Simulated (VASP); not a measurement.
# ZrC (wurtzite type) (P6_3mc) in VASP: single point with PBE

Aim: the single point of ZrC (wurtzite type) with PBE.

Program: VASP 6.6.1. These are calculated values, not measurements. Logs are shortened: lines on timing, memory, paths and dates and some standing lists are left out, and cuts for length are marked.

## (1) The cell of the first run

Symmetry: P6_3mc, No. 186, hexagonal system. Conventional cell: a = 3.888 Å, b = 3.888 Å, c = 4.714 Å, α = 90.00°, β = 90.00°, γ = 120.00°. Within 3.0 Å of Zr (site symmetry 3m) lie 5 C at 2.25 to 2.40 Å. C (site symmetry 3m) has 5 Zr at 2.25 to 2.40 Å within 3.0 Å.

## (2) Single point, PBE

Input file INCAR:

```
SYSTEM = ZrC
PREC = Accurate
ENCUT = 520
EDIFF = 1E-6
ISMEAR = -1
SIGMA = 0.05
LREAL = .FALSE.
LASPH = .TRUE.
NELM = 100
ALGO = Normal
ISIF = 2
LWAVE = .FALSE.
LCHARG = .FALSE.
GGA = PE
NBANDS = 24
```

Input file KPOINTS:

```
regular mesh
0
G
  13 13 7
  0 0 0
```

Input file POSCAR:

```
ZrC
1.0
    3.8882351257      0.0000000000      0.0000000000
   -1.9441175628      3.3673103947      0.0000000000
    0.0000000000      0.0000000000      4.7139415727
Zr C
2 2
Direct
    0.3333333333      0.6666666667     -0.0578114213
    0.6666666667      0.3333333333      0.4421885787
    0.3333333333      0.6666666667      0.4338114213
    0.6666666667      0.3333333333      0.9338114213
```

Potentials or basis: VASP PAW PBE potentials, release 64 (Zr_sv, C).

The run is started by

```bash
$ cat potpaw_PBE.64/Zr_sv/POTCAR potpaw_PBE.64/C/POTCAR > POTCAR
$ mpirun -np 1 vasp_std > vasp.out
```

OUTCAR:

```text
SYSTEM = ZrC
   PREC = Accurate
   ENCUT = 520
   EDIFF = 1E-6
   ISMEAR = -1
   LREAL = .FALSE.
   LASPH = .TRUE.
   NELM = 100
   ISIF = 2
   GGA = PE

 ion  position               nearest neighbor table
   1  0.333  0.667  0.942-   4 2.25   4 2.25   4 2.25   3 2.32   3 2.40   2 3.25   2 3.25   2 3.25
                             2 3.25   2 3.25   2 3.25
   2  0.667  0.333  0.442-   3 2.25   3 2.25   3 2.25   4 2.32   4 2.40   1 3.25   1 3.25   1 3.25
                             1 3.25   1 3.25   1 3.25
   3  0.333  0.667  0.434-   2 2.25   2 2.25   2 2.25   1 2.32   1 2.40
   4  0.667  0.333  0.934-   1 2.25   1 2.25   1 2.25   2 2.32   2 2.40

  LATTYP: Found a hexagonal cell.
 ALAT       =     3.8882351257
 C/A-ratio  =     1.2123602149

  Lattice vectors:

 A1 = (   3.8882351257,   0.0000000000,   0.0000000000)
 A2 = (  -1.9441175628,   3.3673103947,   0.0000000000)
 A3 = (   0.0000000000,   0.0000000000,   4.7139415727)

Analysis of symmetry for initial positions (statically):
=====================================================================
 Subroutine PRICEL returns:
 Original cell was already a primitive cell.

 Routine SETGRP: Setting up the symmetry group for a
 hexagonal supercell.

 Subroutine GETGRP returns: Found 12 space group operations
 (whereof  6 operations were pure point group operations)
 out of a pool of 24 trial point group operations.

The static configuration has the point symmetry C_3v.
 The point group associated with its full space group is C_6v.

Analysis of symmetry for dynamics (positions and initial velocities):
=====================================================================
 Subroutine PRICEL returns:
 Original cell was already a primitive cell.

 Routine SETGRP: Setting up the symmetry group for a
 hexagonal supercell.

 Subroutine GETGRP returns: Found 12 space group operations
 (whereof  6 operations were pure point group operations)
 out of a pool of 24 trial point group operations.

The dynamic configuration has the point symmetry C_3v.
 The point group associated with its full space group is C_6v.

 Subroutine INISYM returns: Found 12 space group operations
 (whereof  6 operations are pure point group operations),
 and found     1 'primitive' translations

----------------------------------------------------------------------------------------

                                     Primitive cell

  volume of cell :      61.7191

  direct lattice vectors                    reciprocal lattice vectors
     3.888235126  0.000000000  0.000000000     0.257186093  0.148486460  0.000000000
    -1.944117563  3.367310395  0.000000000     0.000000000  0.296972920  0.000000000
     0.000000000  0.000000000  4.713941573     0.000000000  0.000000000  0.212136698

  length of vectors
     3.888235126  3.888235126  4.713941573     0.296972920  0.296972920  0.212136698

  position of ions in fractional coordinates (direct lattice)
     0.333333333  0.666666667  0.942188579
     0.666666667  0.333333333  0.442188579
     0.333333333  0.666666667  0.433811421
     0.666666667  0.333333333  0.933811421

  ion indices of the primitive-cell ions
   primitive index   ion index
                 1           1
                 2           2
                 3           3
                 4           4

----------------------------------------------------------------------------------------

 KPOINTS: regular mesh

Automatic generation of k-mesh.
 Grid dimensions read from file:
 generate k-points for:   13   13    7

 Generating k-lattice:

  Cartesian coordinates                     Fractional coordinates (reciprocal lattice)
     0.019783546  0.011422035  0.000000000     0.076923077 -0.000000000  0.000000000
     0.000000000  0.022844071  0.000000000     0.000000000  0.076923077  0.000000000
     0.000000000  0.000000000  0.030305243     0.000000000  0.000000000  0.142857143

  Length of vectors
     0.022844071  0.022844071  0.030305243

  Shift w.r.t. Gamma in fractional coordinates (k-lattice)
     0.000000000  0.000000000  0.000000000

 Subroutine IBZKPT returns following result:
 ===========================================

 Found     84 irreducible k-points:

 Following reciprocal coordinates:
            Coordinates               Weight
  0.000000  0.000000  0.000000      1.000000
  0.076923  0.000000  0.000000      6.000000
  0.153846  0.000000  0.000000      6.000000
  0.230769 -0.000000  0.000000      6.000000
  0.307692  0.000000  0.000000      6.000000
  0.384615 -0.000000  0.000000      6.000000
[... 16 lines left out ...]
  0.076923  0.000000  0.142857     12.000000
  0.153846  0.000000  0.142857     12.000000
 [... further k-points ...]
   k-points           NKPTS =     84   k-points in BZ     NKDIM =     84   number of bands    NBANDS=     24
   number of dos      NEDOS =    301   number of ions     NIONS =      4
   total plane-waves  NPLWV =  32400
   dimension x,y,z NGX =    30 NGY =   30 NGZ =   36
   dimension x,y,z NGXF=    60 NGYF=   60 NGZF=   72
   ions per type =               2   2
   NGX,Y,Z   is equivalent  to a cutoff of  12.83, 12.83, 12.70 a.u.
   NGXF,Y,Z  is equivalent  to a cutoff of  25.65, 25.65, 25.39 a.u.
 SYSTEM =  ZrC
   PREC   = accura    normal or accurate (medium, high low for compatibility)
   ISTART =      0    job   : 0-new  1-cont  2-samecut
   ICHARG =      2    charge: 1-file 2-atom 10-const
   ISPIN  =      1    spin polarized calculation?
   LNONCOLLINEAR =      F non collinear calculations
   LSORBIT =      F    spin-orbit coupling
   LASPH  =      T    aspherical Exc in radial PAW
   ENCUT  =  520.0 eV  38.22 Ry    6.18 a.u.   7.23  7.23  8.76*2*pi/ulx,y,z
   NELM   =    100;   NELMIN=  2; NELMDL= -5     # of ELM steps
   EDIFF  = 0.1E-05   stopping-criterion for ELM
   LREAL  =      F    real-space projection
   EDIFFG = 0.1E-04   stopping-criterion for IOM
   NSW    =      0    number of steps for IOM
   IBRION =     -1    ionic relax: 0-MD 1-quasi-New 2-CG
   NFREE  =      0    steps in history (QN), initial steepest desc. (CG)
   ISIF   =      2    stress and relaxation
   ISYM   =      2    0-nonsym 1-usesym 2-fastsym
   POTIM  = 0.5000    time-step for ionic-motion
   TEBEG  =    0.0;   TEEND  =   0.0 temperature during run
   PSTRESS=    0.0 pullay stress
   NELECT =      32.0000    total number of electrons
   NUPDOWN=      -1.0000    fix difference up-down
   EMIN   =  10.00;   EMAX   =-10.00  energy-range for DOS
   EFERMI =   0.00;   METHOD = LEGACY
   ISMEAR =    -1;   SIGMA  =   0.05  broadening in eV -4-tet -1-fermi 0-gaus
   EFERMI_NEDOS =   21; number of points for ismear=-14 and -15
   IALGO  =     38    algorithm
   IMIX   =      4    mixing-type and parameters
     AMIX     =   0.40;   BMIX     =  1.00
     AMIX_MAG =   1.60;   BMIX_MAG =  1.00
  volume/ion in A,a.u.               =      15.43       104.13
  Fermi-wavevector in a.u.,A,eV,Ry     =   1.315179  2.485328 23.533940  1.729696
  Thomas-Fermi vector in A             =   2.445380
   LORBIT       =      0    0 simple, 1 ext, 2 COOP (PROOUT), +10 PAW based schemes
   GGA     = PE    functional components
   LHFCALC =     F    Hartree Fock is set to
   AEXX    =    0.0000 exact exchange contribution
   IVDW    =     0    specifies the selected vdW correction
   LEPSILON=     F    determine dielectric tensor
   LRPA    =     F    only Hartree local field effects (RPA)
 non-spin polarized calculation
  energy-cutoff  :      520.00
  volume of cell :       61.72
 maximum number of plane-waves:      1683
 NGX is ok and might be reduce to    30
   NGX = 15   NGY = 15   NGZ = 17

 number of electron      32.0000000 magnetization

 Free energy of the ion-electron system (eV)
  ---------------------------------------------------
  ext. energy  EPLUGINS =         0.00000000
  ---------------------------------------------------
  free energy    TOTEN  =       -37.87529485 eV

  energy without entropy =      -37.87255011  energy(sigma->0) =      -37.87392248

 E-fermi :   7.4038     XC(G=0): -11.0190

 val. band max:        7.3384423774   @ k =   0.3077   0.1538   0.0000
 cond. band min:       7.4235939717   @ k =   0.1538   0.0000   0.0000
 fundamental gap:      0.0851515943
 Fermi energy:         7.4037514898

 k-point     1 :       0.0000    0.0000    0.0000
  band No.  band energies     occupation
      1     -40.6720      2.00000
      2     -40.5432      2.00000
      3     -19.0243      2.00000
      4     -18.8022      2.00000
      5     -18.8022      2.00000
      6     -18.5658      2.00000
[... 16 lines left out ...]
     23      14.8107      0.00000
     24      15.7191      0.00000

 k-point     2 :       0.0769    0.0000    0.0000
  band No.  band energies     occupation
      1     -40.6698      2.00000
      2     -40.5443      2.00000
      3     -19.0149      2.00000
      4     -18.8106      2.00000
      5     -18.8078      2.00000
      6     -18.5782      2.00000
[... 16 lines left out ...]
     23      14.9274      0.00000
     24      15.2488      0.00000

 k-point     3 :       0.1538    0.0000    0.0000
  band No.  band energies     occupation
      1     -40.6635      2.00000
      2     -40.5477      2.00000
      3     -18.9873      2.00000
      4     -18.8340      2.00000
      5     -18.8230      2.00000
      6     -18.6123      2.00000
[... 16 lines left out ...]
     23      14.3650      0.00000
     24      14.5812      0.00000

 k-point     4 :       0.2308   -0.0000    0.0000
  band No.  band energies     occupation
      1     -40.6537      2.00000
      2     -40.5532      2.00000
      3     -18.9442      2.00000
      4     -18.8669      2.00000
      5     -18.8434      2.00000
      6     -18.6595      2.00000
[... 16 lines left out ...]
     23      13.6188      0.00000
     24      13.7196      0.00000

 k-point     5 :       0.3077    0.0000    0.0000
  band No.  band energies     occupation
      1     -40.6419      2.00000
      2     -40.5606      2.00000
      3     -18.9040      2.00000
      4     -18.8881      2.00000
      5     -18.8641      2.00000
      6     -18.7085      2.00000
[... 16 lines left out ...]
     23      12.6219      0.00000
     24      12.9680      0.00000

 k-point     6 :       0.3846   -0.0000    0.0000
  band No.  band energies     occupation
      1     -40.6297      2.00000
      2     -40.5690      2.00000
      3     -18.9322      2.00000
      4     -18.8806      2.00000
      5     -18.8322      2.00000
      6     -18.7481      2.00000
[... 16 lines left out ...]
     23      12.8005      0.00000
     24      13.0235      0.00000
[... 379 lines left out ...]
 k-point    21 :       0.3077    0.3077    0.0000
  band No.  band energies     occupation
      1     -40.6033      2.00000
      2     -40.5909      2.00000
      3     -18.9741      2.00000
      4     -18.8490      2.00000
      5     -18.8140      2.00000
      6     -18.7000      2.00000
[... 16 lines left out ...]
     23      12.4459      0.00000
     24      13.2001      0.00000

 k-point    22 :       0.0000    0.0000    0.1429
  band No.  band energies     occupation
      1     -40.6657      2.00000
      2     -40.5496      2.00000
      3     -18.9947      2.00000
      4     -18.7905      2.00000
      5     -18.7905      2.00000
      6     -18.5775      2.00000
[... 16 lines left out ...]
     23      14.1738      0.00000
     24      15.7317      0.00000

 k-point    23 :       0.0769    0.0000    0.1429
  band No.  band energies     occupation
      1     -40.6637      2.00000
      2     -40.5506      2.00000
      3     -18.9913      2.00000
      4     -18.7958      2.00000
      5     -18.7937      2.00000
      6     -18.5950      2.00000
[... 16 lines left out ...]
     23      14.3083      0.00000
     24      15.2619      0.00000

 k-point    24 :       0.1538    0.0000    0.1429
  band No.  band energies     occupation
      1     -40.6578      2.00000
      2     -40.5534      2.00000
      3     -18.9844      2.00000
      4     -18.8102      2.00000
      5     -18.7991      2.00000
      6     -18.6405      2.00000
[... 16 lines left out ...]
     23      14.4245      0.00000
     24      14.6149      0.00000

 [... further k-points ...]

------------------------ aborting loop because EDIFF is reached ----------------------------------------

  FORCE on cell =-STRESS in cart. coord.  units (eV):
  Direction    XX          YY          ZZ          XY          YZ          ZX
  --------------------------------------------------------------------------------------
  -------------------------------------------------------------------------------------
  Total        0.0641117      0.0641117      0.0898415      0.0000000      0.0000000      0.0000000
  in kB        1.6642861      1.6642861      2.3322109      0.0000000      0.0000000      0.0000000
  external PRESSURE =       1.8869277 kB  Pullay stress =       0.0000000 kB

 VOLUME and BASIS-vectors are now :
 -----------------------------------------------------------------------------
  energy-cutoff  :      520.00
  volume of cell :       61.72
      direct lattice vectors                 reciprocal lattice vectors
     3.888235126  0.000000000  0.000000000     0.257186093  0.148486460  0.000000000
    -1.944117563  3.367310395  0.000000000     0.000000000  0.296972920  0.000000000
     0.000000000  0.000000000  4.713941573     0.000000000  0.000000000  0.212136698

 POSITION                                       TOTAL-FORCE (eV/Angst)
 -----------------------------------------------------------------------------------
     -0.00000      2.24487      4.44142        -0.000000      0.000000     -0.001162
      1.94412      1.12244      2.08445        -0.000000      0.000000     -0.001162
     -0.00000      2.24487      2.04496         0.000000      0.000000      0.001162
      1.94412      1.12244      4.40193         0.000000      0.000000      0.001162
 -----------------------------------------------------------------------------------
    total drift:                               -0.000000      0.000000     -0.000246

  FREE ENERGIE OF THE ION-ELECTRON SYSTEM (eV)
  ---------------------------------------------------
  free  energy   TOTEN  =       -37.8752948506 eV

  energy  without entropy=      -37.8725501121  energy(sigma->0) =      -37.87392248
```

Run time: 2.3 min. Hardware: 1 thread of Intel Xeon Platinum 8375C at 2.90GHz (Ice Lake), shared host; peak memory 0.24 GiB.

What came out:

| Property | Result |
| --- | --- |
| Free energy | -37.8753 eV |
| Pressure | 0.2 GPa |
| Band gap on the k mesh | zero (band 16 reaches 8.52 eV, above the bottom of band 17 at 7.25 eV) |

Levels at points of the mesh, in eV from the Fermi level:
| k point | band 12 | band 13 | band 14 | band 15 | band 16 | band 17 | band 18 | band 19 | band 20 | band 21 |
| --- | --- | --- | --- | --- | --- | --- | --- | --- | --- | --- |
| (0.00, 0.00, 0.00) | -2.59 | -2.36 | -2.36 | -1.39 | 1.11 | 1.11 | 1.20 | 2.37 | 4.23 | 4.23 |
